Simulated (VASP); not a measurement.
# CdI2 (P-3m1) in VASP: a series of runs, part 2 of 2

VASP 6.6.1. Earlier steps stand in the parts before.

## 3. Single point, PBEsol (37.09 Å³/atom)

This run uses another cell than the first one, of 37.09 Å³/atom.

The input, INCAR:

```
SYSTEM = CdI2
PREC = Accurate ; ENCUT = 500
EDIFF = 1E-6 ; ISMEAR = -1
SIGMA = 0.03 ; LREAL = .False.
LASPH = .True. ; NELM = 120
ALGO = Normal ; ISIF = 2
LWAVE = .False. ; LCHARG = .False.
GGA = PS ; NBANDS = 20
GGA_COMPAT = .False.
```

The input, KPOINTS:

```
regular mesh
0
Gamma
  8 8 5
  0 0 0
```

The input, POSCAR:

```
CdI2
1.0
    4.2998477142      0.0000000000      0.0000000000
   -2.1499238570      3.7237773528      0.0000000000
    0.0000000000      0.0000000000      6.9492603508
Cd I
1 2
Direct
    0.0000000000      0.0000000000      0.0000000000
    0.3333333333      0.6666666667      0.2492000000
    0.6666666667      0.3333333333      0.7508000000
```

Potentials or basis: VASP PAW PBE potentials, release 64 (Cd, I).

The run is started by

```console
cat potpaw_PBE.64/Cd/POTCAR potpaw_PBE.64/I/POTCAR > POTCAR
mpirun -np 1 vasp_std > vasp.out
```

OUTCAR:

```text
SYSTEM = CdI2
   PREC = Accurate
   ENCUT = 500
   EDIFF = 1E-6
   ISMEAR = -1
   LREAL = .False.
   LASPH = .True.
   NELM = 120
   ISIF = 2
   GGA = PS

 ion  position               nearest neighbor table
   1  0.000  0.000  0.000-   2 3.03   3 3.03   2 3.03   3 3.03   3 3.03   2 3.03
   2  0.333  0.667  0.249-   1 3.03   1 3.03   1 3.03
   3  0.667  0.333  0.751-   1 3.03   1 3.03   1 3.03

  LATTYP: Found a hexagonal cell.
 ALAT       =     4.2998477142
 C/A-ratio  =     1.6161642953

  Lattice vectors:

 A1 = (   4.2998477142,   0.0000000000,   0.0000000000)
 A2 = (  -2.1499238570,   3.7237773528,   0.0000000000)
 A3 = (   0.0000000000,   0.0000000000,   6.9492603508)

Analysis of symmetry for initial positions (statically):
=====================================================================
 Subroutine PRICEL returns:
 Original cell was already a primitive cell.

 Routine SETGRP: Setting up the symmetry group for a
 hexagonal supercell.

 Subroutine GETGRP returns: Found 12 space group operations
 (whereof 12 operations were pure point group operations)
 out of a pool of 24 trial point group operations.

The static configuration has the point symmetry D_3d.

Analysis of symmetry for dynamics (positions and initial velocities):
=====================================================================
 Subroutine PRICEL returns:
 Original cell was already a primitive cell.

 Routine SETGRP: Setting up the symmetry group for a
 hexagonal supercell.

 Subroutine GETGRP returns: Found 12 space group operations
 (whereof 12 operations were pure point group operations)
 out of a pool of 24 trial point group operations.

The dynamic configuration has the point symmetry D_3d.

 Subroutine INISYM returns: Found 12 space group operations
 (whereof 12 operations are pure point group operations),
 and found     1 'primitive' translations

----------------------------------------------------------------------------------------

                                     Primitive cell

  volume of cell :     111.2693

  direct lattice vectors                    reciprocal lattice vectors
     4.299847714  0.000000000  0.000000000     0.232566376  0.134272260  0.000000000
    -2.149923857  3.723777353  0.000000000     0.000000000  0.268544520  0.000000000
     0.000000000  0.000000000  6.949260351     0.000000000  0.000000000  0.143900207

  length of vectors
     4.299847714  4.299847714  6.949260351     0.268544520  0.268544520  0.143900207

  position of ions in fractional coordinates (direct lattice)
     0.000000000  0.000000000  0.000000000
     0.333333333  0.666666667  0.249200000
     0.666666667  0.333333333  0.750800000

  ion indices of the primitive-cell ions
   primitive index   ion index
                 1           1
                 2           2
                 3           3

----------------------------------------------------------------------------------------

 KPOINTS: regular mesh

Automatic generation of k-mesh.
 Grid dimensions read from file:
 generate k-points for:    8    8    5

 Generating k-lattice:

  Cartesian coordinates                     Fractional coordinates (reciprocal lattice)
     0.029070797  0.016784032  0.000000000     0.125000000  0.000000000  0.000000000
     0.000000000  0.033568065  0.000000000     0.000000000  0.125000000  0.000000000
     0.000000000  0.000000000  0.028780041     0.000000000  0.000000000  0.200000000

  Length of vectors
     0.033568065  0.033568065  0.028780041

  Shift w.r.t. Gamma in fractional coordinates (k-lattice)
     0.000000000  0.000000000  0.000000000

 Subroutine IBZKPT returns following result:
 ===========================================

 Found     40 irreducible k-points:

 Following reciprocal coordinates:
            Coordinates               Weight
  0.000000  0.000000  0.000000      1.000000
  0.125000  0.000000  0.000000      6.000000
  0.250000  0.000000  0.000000      6.000000
  0.375000  0.000000  0.000000      6.000000
  0.500000  0.000000  0.000000      3.000000
  0.125000  0.125000  0.000000      6.000000
[... 16 lines left out ...]
 -0.125000  0.500000  0.200000     12.000000
  0.250000  0.250000  0.200000     12.000000
 [... further k-points ...]
   k-points           NKPTS =     40   k-points in BZ     NKDIM =     40   number of bands    NBANDS=     20
   number of dos      NEDOS =    301   number of ions     NIONS =      3
   total plane-waves  NPLWV =  55296
   dimension x,y,z NGX =    32 NGY =   32 NGZ =   54
   dimension x,y,z NGXF=    64 NGYF=   64 NGZF=  108
   ions per type =               1   2
   NGX,Y,Z   is equivalent  to a cutoff of  12.37, 12.37, 12.92 a.u.
   NGXF,Y,Z  is equivalent  to a cutoff of  24.74, 24.74, 25.84 a.u.
 SYSTEM =  CdI2
   PREC   = accura    normal or accurate (medium, high low for compatibility)
   ISTART =      0    job   : 0-new  1-cont  2-samecut
   ICHARG =      2    charge: 1-file 2-atom 10-const
   ISPIN  =      1    spin polarized calculation?
   LNONCOLLINEAR =      F non collinear calculations
   LSORBIT =      F    spin-orbit coupling
   LASPH  =      T    aspherical Exc in radial PAW
   ENCUT  =  500.0 eV  36.75 Ry    6.06 a.u.   7.84  7.84 12.67*2*pi/ulx,y,z
   NELM   =    120;   NELMIN=  2; NELMDL= -5     # of ELM steps
   EDIFF  = 0.1E-05   stopping-criterion for ELM
   LREAL  =      F    real-space projection
   EDIFFG = 0.1E-04   stopping-criterion for IOM
   NSW    =      0    number of steps for IOM
   IBRION =     -1    ionic relax: 0-MD 1-quasi-New 2-CG
   NFREE  =      0    steps in history (QN), initial steepest desc. (CG)
   ISIF   =      2    stress and relaxation
   ISYM   =      2    0-nonsym 1-usesym 2-fastsym
   POTIM  = 0.5000    time-step for ionic-motion
   TEBEG  =    0.0;   TEEND  =   0.0 temperature during run
   PSTRESS=    0.0 pullay stress
   NELECT =      26.0000    total number of electrons
   NUPDOWN=      -1.0000    fix difference up-down
   EMIN   =  10.00;   EMAX   =-10.00  energy-range for DOS
   EFERMI =   0.00;   METHOD = LEGACY
   ISMEAR =    -1;   SIGMA  =   0.03  broadening in eV -4-tet -1-fermi 0-gaus
   EFERMI_NEDOS =   21; number of points for ismear=-14 and -15
   IALGO  =     38    algorithm
   IMIX   =      4    mixing-type and parameters
     AMIX     =   0.40;   BMIX     =  1.00
     AMIX_MAG =   1.60;   BMIX_MAG =  1.00
  volume/ion in A,a.u.               =      37.09       250.29
  Fermi-wavevector in a.u.,A,eV,Ry     =   1.008341  1.905488 13.833749  1.016752
  Thomas-Fermi vector in A             =   2.141202
   LORBIT       =      0    0 simple, 1 ext, 2 COOP (PROOUT), +10 PAW based schemes
   GGA     = PS    functional components
   LHFCALC =     F    Hartree Fock is set to
   AEXX    =    0.0000 exact exchange contribution
   IVDW    =     0    specifies the selected vdW correction
   LEPSILON=     F    determine dielectric tensor
   LRPA    =     F    only Hartree local field effects (RPA)
 non-spin polarized calculation
  energy-cutoff  :      500.00
  volume of cell :      111.27
 maximum number of plane-waves:      2850
 NGX is ok and might be reduce to    32
   NGX = 15   NGY = 15   NGZ = 25

 number of electron      25.9999999 magnetization

 Free energy of the ion-electron system (eV)
  ---------------------------------------------------
  ext. energy  EPLUGINS =         0.00000000
  ---------------------------------------------------
  free energy    TOTEN  =        -6.35150177 eV

  energy without entropy =       -6.35150177  energy(sigma->0) =       -6.35150177

 E-fermi :   2.1946     XC(G=0):  -8.5806

 val. band max:        1.5476158099   @ k =   0.1250   0.0000   0.2000
 cond. band min:       3.7808323047   @ k =   0.0000   0.0000   0.0000
 fundamental gap:      2.2332164948
 Fermi energy:         2.1946230070

 k-point     1 :       0.0000    0.0000    0.0000
  band No.  band energies     occupation
      1     -10.4420      2.00000
      2      -9.8003      2.00000
      3      -5.9319      2.00000
      4      -5.9319      2.00000
      5      -5.8249      2.00000
      6      -5.7509      2.00000
[... 12 lines left out ...]
     19      10.3459      0.00000
     20      10.6146      0.00000

 k-point     2 :       0.1250    0.0000    0.0000
  band No.  band energies     occupation
      1     -10.3717      2.00000
      2      -9.7895      2.00000
      3      -5.9213      2.00000
      4      -5.8984      2.00000
      5      -5.8105      2.00000
      6      -5.7545      2.00000
[... 498 lines left out ...]
 k-point    24 :       0.2500    0.2500    0.2000
  band No.  band energies     occupation
      1      -9.8703      2.00000
      2      -9.7636      2.00000
      3      -5.8493      2.00000
      4      -5.7910      2.00000
      5      -5.7498      2.00000
      6      -5.7056      2.00000
[... 12 lines left out ...]
     19       9.1841      0.00000
     20      10.4203      0.00000

 [... further k-points ...]
[... 5 lines left out ...]
  --------------------------------------------------------------------------------------
  -------------------------------------------------------------------------------------
  Total       -1.0673560     -1.0673560     -0.9236510     -0.0000000      0.0000000     -0.0000000
  in kB      -15.3689612    -15.3689612    -13.2997397     -0.0000000      0.0000000     -0.0000000
  external PRESSURE =     -14.6792207 kB  Pullay stress =       0.0000000 kB

 VOLUME and BASIS-vectors are now :
 -----------------------------------------------------------------------------
  energy-cutoff  :      500.00
  volume of cell :      111.27
      direct lattice vectors                 reciprocal lattice vectors
     4.299847714  0.000000000  0.000000000     0.232566376  0.134272260  0.000000000
    -2.149923857  3.723777353  0.000000000     0.000000000  0.268544520  0.000000000
     0.000000000  0.000000000  6.949260351     0.000000000  0.000000000  0.143900207

 POSITION                                       TOTAL-FORCE (eV/Angst)
 -----------------------------------------------------------------------------------
      0.00000      0.00000      0.00000         0.000000      0.000000      0.000000
     -0.00000      2.48252      1.73176         0.000000     -0.000000     -0.272035
      2.14992      1.24126      5.21750        -0.000000      0.000000      0.272035
 -----------------------------------------------------------------------------------
    total drift:                                0.000000     -0.000000      0.000000

  FREE ENERGIE OF THE ION-ELECTRON SYSTEM (eV)
  ---------------------------------------------------
  free  energy   TOTEN  =        -6.3515017653 eV

  energy  without entropy=       -6.3515017653  energy(sigma->0) =       -6.35150177
```

Wall time 96 s (1 thread of Intel Xeon 8259CL, shared host); peak memory 0.27 GiB.

Results:

```yaml
Free_energy: -6.3515 eV
Pressure: -1.5 GPa
Largest_force: 0.272 eV/Å
Band_gap_on_the_k_mesh: 2.23 eV (least direct gap 2.36 eV)
```

Forces on the atoms (eV/Å):
```
Cd   0.000  0.000  0.000
I    0.000  0.000 -0.272
I    0.000  0.000  0.272
```

Caveat: the PAW data sets were made with another functional, which shifts forces and pressure a little; spin-orbit coupling is left out, which moves the levels of the heavy elements; an odd mesh through Γ misses points on the zone boundary, where band edges can lie; this functional lacks dispersion, which binds the layers, so the pressure and a relaxed spacing across them are unreliable.

## 4. Single point, PBEsol (37.80 Å³/atom)

This run uses another cell than the first one, of 37.80 Å³/atom.

The input, INCAR:

```
SYSTEM = CdI2
  ALGO = Normal
  EDIFF = 1E-6
  ENCUT = 500
  GGA = PS
  GGA_COMPAT = .FALSE.
  ISIF = 2
  ISMEAR = -1
  LASPH = .TRUE.
  LCHARG = .FALSE.
  LREAL = .FALSE.
  LWAVE = .FALSE.
  NBANDS = 20
  NELM = 120
  PREC = Accurate
  SIGMA = 0.03
```

The input, KPOINTS:

```
k-points
0
G
  8 8 5
  0 0 0
```

The input, POSCAR:

```
CdI2
1.0
    4.3272360177      0.0000000000      0.0000000000
   -2.1636180088      3.7474963194      0.0000000000
    0.0000000000      0.0000000000      6.9935243490
Cd I
1 2
Direct
    0.0000000000      0.0000000000      0.0000000000
    0.3333333333      0.6666666667      0.2492000000
    0.6666666667      0.3333333333      0.7508000000
```

Potentials or basis: VASP PAW PBE potentials, release 64 (Cd, I).

The run is started by

```console
cat potpaw_PBE.64/Cd/POTCAR potpaw_PBE.64/I/POTCAR > POTCAR
mpirun -np 1 vasp_std > vasp.out
```

OUTCAR:

```text
SYSTEM = CdI2
   EDIFF = 1E-6
   ENCUT = 500
   GGA = PS
   ISIF = 2
   ISMEAR = -1
   LASPH = .TRUE.
   LREAL = .FALSE.
   NELM = 120
   PREC = Accurate

 ion  position               nearest neighbor table
   1  0.000  0.000  0.000-   2 3.05   3 3.05   2 3.05   3 3.05   3 3.05   2 3.05
   2  0.333  0.667  0.249-   1 3.05   1 3.05   1 3.05
   3  0.667  0.333  0.751-   1 3.05   1 3.05   1 3.05

  LATTYP: Found a hexagonal cell.
 ALAT       =     4.3272360177
 C/A-ratio  =     1.6161642953

  Lattice vectors:

[... 193 lines left out ...]
      6      -5.9010      2.00000
[... 541 lines left out ...]
     19       9.0089      0.00000
     20      10.2078      0.00000

 [... further k-points ...]
[... 5 lines left out ...]
  --------------------------------------------------------------------------------------
  -------------------------------------------------------------------------------------
  Total       -1.4394470     -1.4394470     -1.2801868     -0.0000000      0.0000000      0.0000000
  in kB      -20.3356647    -20.3356647    -18.0857296     -0.0000000      0.0000000      0.0000000
  external PRESSURE =     -19.5856863 kB  Pullay stress =       0.0000000 kB

 VOLUME and BASIS-vectors are now :
 -----------------------------------------------------------------------------
  energy-cutoff  :      500.00
  volume of cell :      113.41
      direct lattice vectors                 reciprocal lattice vectors
     4.327236018  0.000000000  0.000000000     0.231094397  0.133422413  0.000000000
    -2.163618009  3.747496319  0.000000000     0.000000000  0.266844825  0.000000000
     0.000000000  0.000000000  6.993524349     0.000000000  0.000000000  0.142989421

 POSITION                                       TOTAL-FORCE (eV/Angst)
 -----------------------------------------------------------------------------------
      0.00000      0.00000      0.00000         0.000000      0.000000      0.000000
     -0.00000      2.49833      1.74279         0.000000     -0.000000     -0.360675
      2.16362      1.24917      5.25074        -0.000000      0.000000      0.360675
 -----------------------------------------------------------------------------------
    total drift:                                0.000000     -0.000000     -0.000000

  FREE ENERGIE OF THE ION-ELECTRON SYSTEM (eV)
  ---------------------------------------------------
  free  energy   TOTEN  =        -6.3287815739 eV

  energy  without entropy=       -6.3287815739  energy(sigma->0) =       -6.32878157
```

OSZICAR:

```text
N       E                     dE             d eps       ncg     rms          rms(c)
DAV:   1     0.151600239031E+03    0.15160E+03   -0.11077E+04  1608   0.107E+03
DAV:   2     0.259781256625E+01   -0.14900E+03   -0.14388E+03  1908   0.239E+02
DAV:   3    -0.654366810189E+01   -0.91415E+01   -0.91124E+01  1904   0.593E+01
DAV:   4    -0.669005418992E+01   -0.14639E+00   -0.14637E+00  2120   0.716E+00
DAV:   5    -0.669133397582E+01   -0.12798E-02   -0.12798E-02  1912   0.699E-01    0.549E+00
DAV:   6    -0.635883907366E+01    0.33249E+00   -0.63630E-01  1680   0.807E+00    0.471E+00
DAV:   7    -0.633093177193E+01    0.27907E-01   -0.15639E-01  1788   0.238E+00    0.221E+00
DAV:   8    -0.632901957195E+01    0.19122E-02   -0.18976E-02  1748   0.144E+00    0.314E-01
DAV:   9    -0.632879391566E+01    0.22566E-03   -0.25111E-03  1768   0.506E-01    0.887E-02
DAV:  10    -0.632877375238E+01    0.20163E-04   -0.29659E-04  1808   0.174E-01    0.423E-02
DAV:  11    -0.632878202729E+01   -0.82749E-05   -0.30193E-05  1804   0.380E-02    0.199E-02
DAV:  12    -0.632878157395E+01    0.45334E-06   -0.22001E-06  1552   0.103E-02
   1 F= -.63287816E+01 E0= -.63287816E+01  d E =-.378450E-10
```

stdout:

```text
POSCAR found type information on POSCAR CdI
 POSCAR found :  2 types and       3 ions
 scaLAPACK will be used
 -----------------------------------------------------------------------------
|                                                                             |
|                                                                             |
|     You enforced a specific xc type in the INCAR file but a different       |
|     I HOPE YOU KNOW WHAT YOU ARE DOING!                                     |
|                                                                             |
 -----------------------------------------------------------------------------

 LDA part: xc-table for (Slater+PW92), standard interpolation
 POSCAR, INCAR and KPOINTS ok, starting setup
 FFT: planning ... GRIDC
 FFT: planning ... GRID_SOFT
 FFT: planning ... GRID
 WAVECAR not read
 entering main loop
```

It took 1.8 min on 1 thread of AMD EPYC 7R13, shared host; peak memory 0.24 GiB.

What came out:

```
Free energy            : -6.3288 eV
Pressure               : -2.0 GPa
Largest force          : 0.361 eV/Å
Band gap on the k mesh : 2.18 eV (least direct gap 2.29 eV)
```

Forces on the atoms (eV/Å):
```
Cd   0.000  0.000  0.000
I    0.000  0.000 -0.361
I    0.000  0.000  0.361
```

Caveat: the PAW data sets were made with another functional, which shifts forces and pressure a little; spin-orbit coupling is left out, which moves the levels of the heavy elements; an odd mesh through Γ misses points on the zone boundary, where band edges can lie; this functional lacks dispersion, which binds the layers, so the pressure and a relaxed spacing across them are unreliable.

## 5. Overview

```csv
cell,gap on the mesh (eV),pressure (GPa),largest force (eV/Å)
"a = 4.258, b = 4.258, c = 6.882 Å, angles 90.0, 90.0, 120.0°, 3 atoms",2.28,-0.6,0.12
"a = 4.300, b = 4.300, c = 6.949 Å, angles 90.0, 90.0, 120.0°, 3 atoms",2.23,-1.5,0.27
"a = 4.327, b = 4.327, c = 6.994 Å, angles 90.0, 90.0, 120.0°, 3 atoms",2.18,-2.0,0.36
```

Alike in all rows: task single point; level PBEsol; potentials or basis VASP PAW PBE potentials, release 64 (Cd, I); no spin polarisation; k mesh 8 × 8 × 5; cutoff (eV) 500; smearing fermi-dirac 0.03 eV.

Caveats: the PAW data sets were made with another functional, which shifts forces and pressure a little; spin-orbit coupling is left out, which moves the levels of the heavy elements; an odd mesh through Γ misses points on the zone boundary, where band edges can lie; this functional lacks dispersion, which binds the layers, so the pressure and a relaxed spacing across them are unreliable.

Absolute energies hang on the potentials; compare differences alone.
